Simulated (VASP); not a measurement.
## NaS6: single point with PBE

NaS6:

```
Na S
1.0
     6.11397    0.00000    0.00000
    -3.05698    5.29485    0.00000
     0.00000    0.00000   10.25121
Na S
1 6
Direct
  0.00000 0.00000 0.00000
  0.90427 0.80853 0.50000
  0.19147 0.09573 0.50000
  0.90427 0.09573 0.50000
  0.09573 0.19147 0.50000
  0.80853 0.90427 0.50000
  0.09573 0.90427 0.50000
```

The cell was built from a structure type or drawn by symmetry, and may not be a known phase.

```
Program                : VASP 6.6.1
Task                   : single point
Functional             : PBE
Potentials or basis    : VASP PAW PBE potentials, release 64 (Na_pv, S)
Cutoff                 : 520 eV
k mesh                 : 3 × 3 × 2
Occupations            : gaussian, width 0.1 eV
Spin                   : no spin polarisation
Dipole correction      : no
Further INCAR settings : ALGO = Normal; EDIFF = 1e-07; NBANDS = 30
```

| Quantity | Value |
| --- | --- |
| Pressure | 354.4 GPa |
| Largest force | 363.381 eV/Å |
| Band gap on the k mesh | zero (an odd number of electrons rules out a gap without spin polarisation) |

Forces on the atoms (eV/Å):
```
Na     0.000    0.000    0.000
S      0.000 -363.381    0.000
S    314.697  181.690    0.000
S   -314.697  181.690    0.000
S      0.000  363.381    0.000
S   -314.697 -181.690    0.000
S    314.697 -181.690    0.000
```

Stress tensor (GPa, compression positive):
```
531.97   0.00   0.00
  0.00 531.97   0.00
  0.00   0.00  -0.78
```

Levels at points of the mesh, in eV from the Fermi level:
```tsv
k point	band 19	band 20	band 21	band 22	band 23	band 24
(0.00, 0.00, 0.00)	-3.30	-2.66	-0.83	0.14	0.42	0.48
(0.00, 0.00, 0.50)	-3.30	-2.67	-0.48	-0.26	0.14	0.48
```

Wall time 3.4 min on 1 thread of Oxide Virtual Turin-like Processor, with other jobs on the host, peak memory 0.41 GiB.

Caveat: the k points lie up to 0.40 Å⁻¹ apart, too coarse for converged energies and pressures of a metal; atoms lie so close that the PAW spheres overlap strongly, which falsifies energies and pressures; forces of over 1 eV/Å act on the atoms, so gaps and moduli don't describe the material at rest.
